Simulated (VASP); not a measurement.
A run of VASP 6.6.1 is set up as follows.

File INCAR:

```
SYSTEM = Mg3Sb2
PREC     = Accurate       ! precision mode
ENCUT    = 600            ! plane-wave cutoff, eV
EDIFF    = 1E-7           ! SCF threshold, eV
ISMEAR   = -1             ! smearing method
SIGMA    = 0.02           ! smearing width, eV
LREAL    = .FALSE.        ! projectors in reciprocal space
LASPH    = .TRUE.         ! aspherical terms in the spheres
NELM     = 120            ! most SCF steps
ALGO     = Normal         ! electronic algorithm
ISIF     = 3              ! what is computed and relaxed
LWAVE    = .FALSE.        ! write WAVECAR
LCHARG   = .FALSE.        ! write CHGCAR
IBRION   = 2              ! ionic algorithm
NSW      = 80             ! ionic steps
EDIFFG   = -0.005         ! ionic threshold
GGA_COMPAT= .FALSE.      
NELMIN   = 4
```

The input KPOINTS:

```
regular mesh
0
G
  6 6 4
  0 0 0
```

The input POSCAR:

```
Mg3Sb2
1.0
    4.5981739643      0.0000000000      0.0000000000
   -2.2990869822      3.9821354641      0.0000000000
    0.0000000000      0.0000000000      7.2632888034
Mg Sb
3 2
Direct
    0.3333333333      0.6666666667      0.6325117476
    0.6666666667      0.3333333333      0.3674882524
    0.0000000000      0.0000000000      0.0000000000
    0.3333333333      0.6666666667      0.2257132291
    0.6666666667      0.3333333333      0.7742867709
```

Potentials or basis: VASP PAW LDA potentials, release 64 (Mg, Sb).

Run with:

```console
$ cat potpaw_LDA.64/Mg/POTCAR potpaw_LDA.64/Sb/POTCAR > POTCAR
$ mpirun -np 1 vasp_std > vasp.out
```

**Question.** Estimate the relaxed cell.

**Answer.** a = 4.502 Å, b = 4.502 Å, c = 7.102 Å, α = 90.00°, β = 90.00°, γ = 120.00°.

**Question.** What does it give for the relaxed volume?

**Answer.** 24.93 Å³/atom.

**Question.** Estimate the band gap on the k mesh.

**Answer.** 0.14 eV (least direct gap 1.20 eV).

Forces in eV/Å, atoms in the order of the input:
```
Mg   0.000  0.000 -0.004
Mg   0.000  0.000  0.004
Mg   0.000  0.000  0.000
Sb   0.000  0.000  0.000
Sb   0.000  0.000  0.000
```

Caveat: spin-orbit coupling is left out, which moves the levels of the heavy elements. Zero-point motion and thermal expansion aren't in these numbers.
